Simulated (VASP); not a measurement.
Here is a VASP 6.6.1 calculation.

The input INCAR:

```
SYSTEM = Ti
PREC = Accurate
ENCUT = 520
EDIFF = 1E-6
ISMEAR = 0
SIGMA = 0.15
LREAL = .FALSE.
LASPH = .TRUE.
NELM = 100
ALGO = Fast
ISIF = 2
LWAVE = .FALSE.
LCHARG = .FALSE.
GGA = PE
NBANDS = 19
```

The input KPOINTS:

```
regular mesh
0
G
  18 18 10
  0 0 0
```

The input POSCAR:

```
Ti
1.0
    2.9382568838      0.0000000000      0.0000000000
   -1.4691284419      2.5446051042      0.0000000000
    0.0000000000      0.0000000000      4.6505573013
Ti
2
Direct
    0.2567573194      0.6666666667      0.2500000000
    0.7432426806      0.3333333333      0.7500000000
```

Potentials or basis: VASP PAW PBE potentials, release 64 (Ti_sv).

The run is started by

```bash
$ cat potpaw_PBE.64/Ti_sv/POTCAR > POTCAR
$ mpirun -np 1 vasp_std > vasp.out
```

Q: Predict the largest force.

A: 0.439 eV/Å.

Q: Estimate the band gap on the k mesh.

A: Zero (bands 12 and 13 overlap by 1.17 eV).

Q: Predict the pressure.

A: -1.1 GPa.

Stress tensor (GPa, compression positive):
```
-1.22  3.96  0.00
 3.96 -3.01  0.00
 0.00  0.00  0.84
```

Caveat: the cell differs from its parent crystal (atoms displaced along a vibrational mode).
